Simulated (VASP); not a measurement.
Crystal: Ti2O3.

```
Ti O
1.0
     2.55023    1.47237    4.66909
    -2.55023    1.47237    4.66909
     0.00000   -2.94475    4.66909
Ti O
4 6
Direct
  0.34525 0.34525 0.34525
  0.15475 0.15475 0.15475
  0.65475 0.65475 0.65475
  0.84525 0.84525 0.84525
  0.56224 0.93776 0.25000
  0.25000 0.56224 0.93776
  0.93776 0.25000 0.56224
  0.43776 0.06224 0.75000
  0.75000 0.43776 0.06224
  0.06224 0.75000 0.43776
```

| Quantity | Value |
| --- | --- |
| Program | VASP 6.6.1 |
| Task | relaxation of cell and atoms |
| Functional | LDA |
| Potentials or basis | VASP PAW LDA potentials, release 64 (Ti_sv, O) |
| Cutoff | 600 eV |
| k mesh | 9 × 9 × 9 |
| Occupations | gaussian, width 0.1 eV |
| Spin | no spin polarisation |

At the start: pressure -13.0 GPa; volume 10.52 Å³/atom.

Problem. How do energy, volume and symmetry change on relaxing?

Solution. Over 11 steps the energy falls by 25.1 meV/atom and the volume is 9.94 Å³/atom (-5.6 %); space group R-3c (No. 167, to 0.1 Å) before and after.

The path:
| step | energy change (eV) | largest force (eV/Å) | pressure (GPa) | volume (Å³) |
| --- | --- | --- | --- | --- |
| 1 | 0.0000 | 0.1647 | -12.98 | 105.19 |
| 2 | 0.1635 | 0.4146 | 20.85 | 92.74 |
| 3 | -0.2489 | 0.1237 | -0.26 | 99.49 |
| 4 | -0.2490 | 0.1275 | 0.03 | 99.38 |
| 5 | -0.2511 | 0.0302 | 0.05 | 99.32 |
| 6 | -0.2512 | 0.0230 | 0.05 | 99.31 |
| 7 | -0.2513 | 0.0155 | -0.03 | 99.35 |
| 8 | -0.2514 | 0.0080 | -0.12 | 99.39 |
| 9 | -0.2514 | 0.0055 | -0.14 | 99.41 |
| 10 | -0.2514 | 0.0071 | 0.13 | 99.30 |
| 11 | -0.2515 | 0.0040 | 0.00 | 99.35 |

Final structure:
```cif
data_structure
_symmetry_space_group_name_H-M 'P 1'
_symmetry_Int_Tables_number 1
_cell_length_a 5.4243
_cell_length_b 5.4243
_cell_length_c 5.4243
_cell_angle_alpha 54.859
_cell_angle_beta 54.859
_cell_angle_gamma 54.859
_cell_volume 99.35
loop_
_atom_site_label
_atom_site_type_symbol
_atom_site_fract_x
_atom_site_fract_y
_atom_site_fract_z
_atom_site_occupancy
Ti1 Ti 0.34582 0.34582 0.34582 1
Ti2 Ti 0.15418 0.15418 0.15418 1
Ti3 Ti 0.65418 0.65418 0.65418 1
Ti4 Ti 0.84582 0.84582 0.84582 1
O1 O 0.56132 0.93868 0.25000 1
O2 O 0.25000 0.56132 0.93868 1
O3 O 0.93868 0.25000 0.56132 1
O4 O 0.43868 0.06132 0.75000 1
O5 O 0.75000 0.43868 0.06132 1
O6 O 0.06132 0.75000 0.43868 1
```
